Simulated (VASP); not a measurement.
# Al (P6_3/mmc) in VASP: further runs

Al is run at these levels: PBE+D3(BJ); tasks: single point.

All numbers are computed with VASP 6.6.1; they aren't measurements. Logs are shortened: lines on timing, memory, paths and dates and some standing lists are left out, and cuts for length are marked.

## 1. The cell of the first run

Symmetry: P6_3/mmc, No. 194, hexagonal system. Conventional cell: a = 3.011 Å, b = 3.011 Å, c = 7.644 Å, α = 90.00°, β = 90.00°, γ = 120.00°. Al (site symmetry -3m) has 12 Al at 2.58 to 3.01 Å within 3.4 Å. Within 3.4 Å of Al (site symmetry -6m2) lie 12 Al at 2.58 to 3.01 Å.

## 2. Single point, PBE+D3(BJ)

Input file INCAR:

```
SYSTEM = Al
PREC = Accurate ; ENCUT = 520
EDIFF = 1E-7 ; ISMEAR = 0
SIGMA = 0.15 ; LREAL = .FALSE.
LASPH = .TRUE. ; NELM = 60
ALGO = Fast ; ISIF = 2
LWAVE = .FALSE. ; LCHARG = .FALSE.
GGA = PE ; IVDW = 12
NBANDS = 14
```

Input file KPOINTS:

```
regular mesh
0
G
  18 18 4
  0 0 0
```

Input file POSCAR:

```
Al
1.0
    3.0114000000      0.0000000000      0.0000000000
   -1.5057000000      2.6079489009      0.0000000000
    0.0000000000      0.0000000000      7.6442000000
Al
4
Direct
    0.0000000000      0.0000000000      0.0000000000
    0.3333333333      0.6666666667      0.2500000000
    0.0000000000      0.0000000000      0.5000000000
    0.6666666667      0.3333333333      0.7500000000
```

Potentials or basis: VASP PAW PBE potentials, release 64 (Al).

On the command line:

```console
$ cat potpaw_PBE.64/Al/POTCAR > POTCAR
$ mpirun -np 1 vasp_std > vasp.out
```

OUTCAR:

```text
SYSTEM = Al
   PREC = Accurate
   ENCUT = 520
   EDIFF = 1E-7
   ISMEAR = 0
   LREAL = .FALSE.
   LASPH = .TRUE.
   NELM = 60
   ISIF = 2
   GGA = PE
   IVDW = 12
 IVDW          = 12

 ion  position               nearest neighbor table
   1  0.000  0.000  0.000-   2 2.58   4 2.58   2 2.58   4 2.58   4 2.58   2 2.58
   2  0.333  0.667  0.250-   1 2.58   3 2.58   1 2.58   3 2.58   1 2.58   3 2.58
   3  0.000  0.000  0.500-   2 2.58   4 2.58   2 2.58   4 2.58   4 2.58   2 2.58
   4  0.667  0.333  0.750-   1 2.58   3 2.58   1 2.58   3 2.58   1 2.58   3 2.58

  LATTYP: Found a hexagonal cell.
 ALAT       =     3.0114000000
 C/A-ratio  =     2.5384206681

  Lattice vectors:

 A1 = (   3.0114000000,   0.0000000000,   0.0000000000)
 A2 = (  -1.5057000000,   2.6079489009,   0.0000000000)
 A3 = (   0.0000000000,   0.0000000000,   7.6442000000)

Analysis of symmetry for initial positions (statically):
=====================================================================
 Subroutine PRICEL returns:
 Original cell was already a primitive cell.

 Routine SETGRP: Setting up the symmetry group for a
 hexagonal supercell.

 Subroutine GETGRP returns: Found 24 space group operations
 (whereof 12 operations were pure point group operations)
 out of a pool of 24 trial point group operations.

The static configuration has the point symmetry D_3d.
 The point group associated with its full space group is D_6h.

Analysis of symmetry for dynamics (positions and initial velocities):
=====================================================================
 Subroutine PRICEL returns:
 Original cell was already a primitive cell.

 Routine SETGRP: Setting up the symmetry group for a
 hexagonal supercell.

 Subroutine GETGRP returns: Found 24 space group operations
 (whereof 12 operations were pure point group operations)
 out of a pool of 24 trial point group operations.

The dynamic configuration has the point symmetry D_3d.
 The point group associated with its full space group is D_6h.

 Subroutine INISYM returns: Found 24 space group operations
 (whereof 12 operations are pure point group operations),
 and found     1 'primitive' translations

----------------------------------------------------------------------------------------

                                     Primitive cell

  volume of cell :      60.0343

  direct lattice vectors                    reciprocal lattice vectors
     3.011400000  0.000000000  0.000000000     0.332071462  0.191721548  0.000000000
    -1.505700000  2.607948901  0.000000000     0.000000000  0.383443096  0.000000000
     0.000000000  0.000000000  7.644200000     0.000000000  0.000000000  0.130818137

  length of vectors
     3.011400000  3.011400000  7.644200000     0.383443096  0.383443096  0.130818137

  position of ions in fractional coordinates (direct lattice)
     0.000000000  0.000000000  0.000000000
     0.333333333  0.666666667  0.250000000
     0.000000000  0.000000000  0.500000000
     0.666666667  0.333333333  0.750000000

  ion indices of the primitive-cell ions
   primitive index   ion index
                 1           1
                 2           2
                 3           3
                 4           4

----------------------------------------------------------------------------------------

 KPOINTS: regular mesh

Automatic generation of k-mesh.
 Grid dimensions read from file:
 generate k-points for:   18   18    4

 Generating k-lattice:

  Cartesian coordinates                     Fractional coordinates (reciprocal lattice)
     0.018448415  0.010651197  0.000000000     0.055555556  0.000000000  0.000000000
     0.000000000  0.021302394  0.000000000     0.000000000  0.055555556  0.000000000
     0.000000000  0.000000000  0.032704534     0.000000000  0.000000000  0.250000000

  Length of vectors
     0.021302394  0.021302394  0.032704534

  Shift w.r.t. Gamma in fractional coordinates (k-lattice)
     0.000000000  0.000000000  0.000000000

 Subroutine IBZKPT returns following result:
 ===========================================

 Found    111 irreducible k-points:

 Following reciprocal coordinates:
            Coordinates               Weight
  0.000000  0.000000  0.000000      1.000000
  0.055556  0.000000  0.000000      6.000000
  0.111111  0.000000  0.000000      6.000000
  0.166667 -0.000000  0.000000      6.000000
  0.222222 -0.000000  0.000000      6.000000
  0.277778  0.000000  0.000000      6.000000
[... 16 lines left out ...]
  0.333333  0.111111  0.000000     12.000000
  0.388889  0.111111  0.000000     12.000000
 [... further k-points ...]
   k-points           NKPTS =    111   k-points in BZ     NKDIM =    111   number of bands    NBANDS=     14
   number of dos      NEDOS =    301   number of ions     NIONS =      4
   total plane-waves  NPLWV =  34560
   dimension x,y,z NGX =    24 NGY =   24 NGZ =   60
   dimension x,y,z NGXF=    48 NGYF=   48 NGZF=  120
   ions per type =               4
   NGX,Y,Z   is equivalent  to a cutoff of  13.25, 13.25, 13.05 a.u.
   NGXF,Y,Z  is equivalent  to a cutoff of  26.50, 26.50, 26.10 a.u.
 SYSTEM =  Al
   PREC   = accura    normal or accurate (medium, high low for compatibility)
   ISTART =      0    job   : 0-new  1-cont  2-samecut
   ICHARG =      2    charge: 1-file 2-atom 10-const
   ISPIN  =      1    spin polarized calculation?
   LNONCOLLINEAR =      F non collinear calculations
   LSORBIT =      F    spin-orbit coupling
   LASPH  =      T    aspherical Exc in radial PAW
   ENCUT  =  520.0 eV  38.22 Ry    6.18 a.u.   5.60  5.60 14.21*2*pi/ulx,y,z
   NELM   =     60;   NELMIN=  2; NELMDL= -5     # of ELM steps
   EDIFF  = 0.1E-06   stopping-criterion for ELM
   LREAL  =      F    real-space projection
   EDIFFG = 0.1E-05   stopping-criterion for IOM
   NSW    =      0    number of steps for IOM
   IBRION =     -1    ionic relax: 0-MD 1-quasi-New 2-CG
   NFREE  =      0    steps in history (QN), initial steepest desc. (CG)
   ISIF   =      2    stress and relaxation
   ISYM   =      2    0-nonsym 1-usesym 2-fastsym
   POTIM  = 0.5000    time-step for ionic-motion
   TEBEG  =    0.0;   TEEND  =   0.0 temperature during run
   PSTRESS=    0.0 pullay stress
   NELECT =      12.0000    total number of electrons
   NUPDOWN=      -1.0000    fix difference up-down
   EMIN   =  10.00;   EMAX   =-10.00  energy-range for DOS
   EFERMI =   0.00;   METHOD = LEGACY
   ISMEAR =     0;   SIGMA  =   0.15  broadening in eV -4-tet -1-fermi 0-gaus
   EFERMI_NEDOS =   21; number of points for ismear=-14 and -15
   IALGO  =     68    algorithm
   IMIX   =      4    mixing-type and parameters
     AMIX     =   0.40;   BMIX     =  1.00
     AMIX_MAG =   1.60;   BMIX_MAG =  1.00
  volume/ion in A,a.u.               =      15.01       101.28
  Fermi-wavevector in a.u.,A,eV,Ry     =   0.957199  1.808843 12.466055  0.916229
  Thomas-Fermi vector in A             =   2.086195
   LORBIT       =      0    0 simple, 1 ext, 2 COOP (PROOUT), +10 PAW based schemes
   GGA     = PE    functional components
   LHFCALC =     F    Hartree Fock is set to
   AEXX    =    0.0000 exact exchange contribution
   IVDW    =    12    specifies the selected vdW correction
   LEPSILON=     F    determine dielectric tensor
   LRPA    =     F    only Hartree local field effects (RPA)
 non-spin polarized calculation
 RMM-DIIS sequential band-by-band and
 Gauss-broadening in eV      SIGMA  =   0.15
  energy-cutoff  :      520.00
  volume of cell :       60.03
 maximum number of plane-waves:      1648
 NGX is ok and might be reduce to    24
   NGX = 11   NGY = 11   NGZ = 29

 number of electron      12.0000000 magnetization

 Free energy of the ion-electron system (eV)
  ---------------------------------------------------
  ext. energy  EPLUGINS =         0.00000000
  ---------------------------------------------------
  free energy    TOTEN  =       -13.96627238 eV

  energy without entropy =      -13.95152331  energy(sigma->0) =      -13.95889785

 E-fermi :   8.9564     XC(G=0): -10.5234

 val. band max:        8.9422576464   @ k =   0.3333   0.0556   0.0000
 cond. band min:       8.9737884014   @ k =   0.2778   0.1111   0.0000
 fundamental gap:      0.0315307550
 Fermi energy:         8.9563730822

 k-point     1 :       0.0000    0.0000    0.0000
  band No.  band energies     occupation
      1      -2.8103      2.00000
      2      -0.3180      2.00000
      3      -0.3041      2.00000
      4       6.0968      2.00000
      5       7.8896      2.00000
      6      16.4397      0.00000
      7      16.4397      0.00000
      8      16.9117      0.00000
      9      16.9117      0.00000
     10      17.6766      0.00000
     11      18.1997      0.00000
     12      18.4518      0.00000
     13      18.4518      0.00000
     14      18.7939      0.00000

 k-point     2 :       0.0556    0.0000    0.0000
  band No.  band energies     occupation
      1      -2.7433      2.00000
      2      -0.2525      2.00000
      3      -0.2384      2.00000
      4       6.1557      2.00000
      5       7.9489      2.00000
      6      15.2090      0.00000
      7      15.7014      0.00000
      8      16.7105      0.00000
      9      17.3059      0.00000
     10      17.4167      0.00000
     11      17.4790      0.00000
     12      17.8655      0.00000
     13      18.2621      0.00000
     14      18.2948      0.00000
[... 343 lines left out ...]
      1       0.6255      2.00000
      2       3.0176      2.00000
      3       3.0642      2.00000
      4       5.2462      2.00000
      5       7.5453      2.00000
      6       7.6517      2.00000
      7       9.3105      0.00084
      8       9.6021      0.00000
      9      11.4643      0.00000
     10      12.0420      0.00000
     11      12.4570      0.00000
     12      13.7442      0.00000
     13      15.6731      0.00000
     14      17.2731      0.00000

 k-point    24 :       0.3889    0.1111    0.0000
  band No.  band energies     occupation
      1       1.5956      2.00000
      2       3.8187      2.00000
      3       4.0116      2.00000
      4       4.0386      2.00000
      5       6.3076      2.00000
      6       6.4086      2.00000
      7       9.4640      0.00000
      8      10.1021      0.00000
      9      11.6902      0.00000
     10      11.7367      0.00000
     11      12.7134      0.00000
     12      12.8127      0.00000
     13      14.6614      0.00000
     14      16.9372      0.00000

 [... further k-points ...]

------------------------ aborting loop because EDIFF is reached ----------------------------------------

 Edisp (eV)   -1.48708

 E8    (eV) :    -0.6666

  FORCE on cell =-STRESS in cart. coord.  units (eV):
  Direction    XX          YY          ZZ          XY          YZ          ZX
  --------------------------------------------------------------------------------------
  -------------------------------------------------------------------------------------
  Total       1.87223     1.87223    10.53123     0.00000     0.00000    -0.00000
  in kB      49.96546    49.96546   281.05425     0.00000     0.00000    -0.00000
  external pressure =      127.00 kB  Pullay stress =        0.00 kB

 VOLUME and BASIS-vectors are now :
 -----------------------------------------------------------------------------
  energy-cutoff  :      520.00
  volume of cell :       60.03
      direct lattice vectors                 reciprocal lattice vectors
     3.011400000  0.000000000  0.000000000     0.332071462  0.191721548  0.000000000
    -1.505700000  2.607948901  0.000000000     0.000000000  0.383443096  0.000000000
     0.000000000  0.000000000  7.644200000     0.000000000  0.000000000  0.130818137

 POSITION                                       TOTAL-FORCE (eV/Angst)
 -----------------------------------------------------------------------------------
      0.00000      0.00000      0.00000         0.000000      0.000000      0.000000
     -0.00000      1.73863      1.91105        -0.000000      0.000000     -0.000000
      0.00000      0.00000      3.82210         0.000000      0.000000      0.000000
      1.50570      0.86932      5.73315        -0.000000     -0.000000      0.000000
 -----------------------------------------------------------------------------------
    total drift:                               -0.000000      0.000000      0.000000

  FREE ENERGIE OF THE ION-ELECTRON SYSTEM (eV)
  ---------------------------------------------------
  free  energy   TOTEN  =       -15.4533560999 eV

  energy  without entropy=      -15.4386070357  energy(sigma->0) =      -15.44598157
```

Run time: 34 s. Hardware: 1 thread of Intel Xeon 6975P-C (Granite Rapids), shared host; peak memory 0.22 GiB.

What came out:

| Quantity | Value |
| --- | --- |
| Free energy | -15.4534 eV |
| Pressure | 12.7 GPa |
| Band gap on the k mesh | zero (band 6 reaches 16.44 eV, above the bottom of band 7 at 6.74 eV) |
| Dispersion energy per atom | -0.372 eV |

Stress tensor (GPa, compression positive):
```
 5.00  0.00  0.00
 0.00  5.00  0.00
 0.00  0.00 28.11
```

Levels at points of the mesh, in eV from the Fermi level:
| k point | band 2 | band 3 | band 4 | band 5 | band 6 | band 7 | band 8 | band 9 | band 10 | band 11 |
| --- | --- | --- | --- | --- | --- | --- | --- | --- | --- | --- |
| (0.00, 0.00, 0.00) | -9.27 | -9.26 | -2.86 | -1.07 | 7.48 | 7.48 | 7.96 | 7.96 | 8.72 | 9.24 |
| (0.50, 0.00, 0.00) | -6.31 | -4.51 | -4.25 | -3.83 | -3.54 | 1.79 | 2.24 | 3.09 | 3.27 | 4.11 |
| (0.00, 0.00, 0.50) | -11.14 | -6.23 | -6.23 | 3.29 | 3.29 | 7.92 | 7.92 | 7.92 | 7.92 | 8.69 |
| (0.50, 0.00, 0.50) | -6.02 | -5.68 | -5.68 | -1.50 | -1.50 | -0.65 | -0.65 | 3.62 | 3.62 | 4.97 |

Caveat: pairwise dispersion overbinds metals, which lowers pressure and volume.

## 3. Single point, PBE+D3(BJ)

This run uses another cell than the first one, of 14.97 Å³/atom, 0.998 times its volume.

Input file INCAR:

```
SYSTEM = Al
PREC = Accurate
ENCUT = 520
EDIFF = 1E-6
ISMEAR = 0
SIGMA = 0.15
LREAL = .FALSE.
LASPH = .TRUE.
NELM = 100
ALGO = Normal
ISIF = 2
LWAVE = .FALSE.
LCHARG = .FALSE.
GGA = PE
IVDW = 12
NBANDS = 14
```

KPOINTS is that of step 2.

Input file POSCAR:

```
Al
1.0
    2.7356000000      0.0000000000      0.0000000000
   -1.3678000000      2.3690990946      0.0000000000
    0.0000000000      0.0000000000      9.2410470711
Al
4
Direct
    0.0000000000      0.0000000000      0.0000000000
    0.3333333333      0.6666666667      0.2500000000
    0.0000000000      0.0000000000      0.5000000000
    0.6666666667      0.3333333333      0.7500000000
```

Potentials or basis: VASP PAW PBE potentials, release 64 (Al).

On the command line:

```console
$ cat potpaw_PBE.64/Al/POTCAR > POTCAR
$ mpirun -np 1 vasp_std > vasp.out
```

OUTCAR:

```text
SYSTEM = Al
   PREC = Accurate
   ENCUT = 520
   EDIFF = 1E-6
   ISMEAR = 0
   LREAL = .FALSE.
   LASPH = .TRUE.
   NELM = 100
   ISIF = 2
   GGA = PE
   IVDW = 12
 IVDW          = 12

 ion  position               nearest neighbor table
   1  0.000  0.000  0.000-   2 2.80   4 2.80   4 2.80   2 2.80   4 2.80   2 2.80
   2  0.333  0.667  0.250-   1 2.80   3 2.80   1 2.80   3 2.80   1 2.80   3 2.80
   3  0.000  0.000  0.500-   2 2.80   4 2.80   4 2.80   2 2.80   4 2.80   2 2.80
   4  0.667  0.333  0.750-   1 2.80   3 2.80   1 2.80   3 2.80   1 2.80   3 2.80

  LATTYP: Found a hexagonal cell.
 ALAT       =     2.7356000000
[... 613 lines left out ...]
  --------------------------------------------------------------------------------------
  -------------------------------------------------------------------------------------
  Total       2.56140     2.56140     1.28288     0.00000     0.00000    -0.00000
  in kB      68.52216    68.52216    34.31951     0.00000     0.00000    -0.00000
  external pressure =       57.12 kB  Pullay stress =        0.00 kB

 VOLUME and BASIS-vectors are now :
 -----------------------------------------------------------------------------
  energy-cutoff  :      520.00
  volume of cell :       59.89
      direct lattice vectors                 reciprocal lattice vectors
     2.735600000  0.000000000  0.000000000     0.365550519  0.211050691  0.000000000
    -1.367800000  2.369099095  0.000000000     0.000000000  0.422101381  0.000000000
     0.000000000  0.000000000  9.241047071     0.000000000  0.000000000  0.108212846

 POSITION                                       TOTAL-FORCE (eV/Angst)
 -----------------------------------------------------------------------------------
      0.00000      0.00000      0.00000         0.000000      0.000000      0.000000
     -0.00000      1.57940      2.31026        -0.000000     -0.000000     -0.000000
      0.00000      0.00000      4.62052         0.000000      0.000000      0.000000
      1.36780      0.78970      6.93079         0.000000      0.000000     -0.000000
 -----------------------------------------------------------------------------------
    total drift:                               -0.000000      0.000000     -0.000000

  FREE ENERGIE OF THE ION-ELECTRON SYSTEM (eV)
  ---------------------------------------------------
  free  energy   TOTEN  =       -16.2462107093 eV

  energy  without entropy=      -16.2263333618  energy(sigma->0) =      -16.23627204
```

OSZICAR:

```text
N       E                     dE             d eps       ncg     rms          rms(c)
DAV:   1     0.771958794915E+01    0.77196E+01   -0.42132E+03  3124   0.664E+02
DAV:   2    -0.141564338295E+02   -0.21876E+02   -0.20194E+02  4116   0.941E+01
DAV:   3    -0.148547359653E+02   -0.69830E+00   -0.69005E+00  4116   0.135E+01
DAV:   4    -0.148593213985E+02   -0.45854E-02   -0.45846E-02  3696   0.137E+00
DAV:   5    -0.148593721464E+02   -0.50748E-04   -0.50749E-04  4108   0.148E-01    0.295E+00
DAV:   6    -0.148001747533E+02    0.59197E-01   -0.46553E-03  3618   0.389E-01    0.171E+00
DAV:   7    -0.147582011319E+02    0.41974E-01   -0.12169E-02  3432   0.586E-01    0.235E-01
DAV:   8    -0.147577472193E+02    0.45391E-03   -0.25097E-04  4338   0.856E-02    0.580E-02
DAV:   9    -0.147577187764E+02    0.28443E-04   -0.25688E-05  3774   0.242E-02    0.131E-02
DAV:  10    -0.147577189088E+02   -0.13242E-06   -0.65647E-07  2810   0.544E-03
   1 F= -.16246211E+02 E0= -.16236272E+02  d E =-.198773E-01
```

stdout:

```text
POSCAR found type information on POSCAR Al
 POSCAR found :  1 types and       4 ions
 scaLAPACK will be used
 LDA part: xc-table for (Slater+PW92), standard interpolation
 POSCAR, INCAR and KPOINTS ok, starting setup
 FFT: planning ... GRIDC
 FFT: planning ... GRID_SOFT
 FFT: planning ... GRID
 WAVECAR not read
 entering main loop
```

It took 24 s on 1 thread of Intel Xeon 6975P-C (Granite Rapids), shared host; peak memory 0.21 GiB.

What came out:

```
Free energy                : -16.2462 eV
Pressure                   : 5.7 GPa
Band gap on the k mesh     : zero (band 6 reaches 12.70 eV, above the bottom of band 7 at 7.54 eV)
Dispersion energy per atom : -0.372 eV
```

Caveat: pairwise dispersion overbinds metals, which lowers pressure and volume.

[end of part 1 of 2]
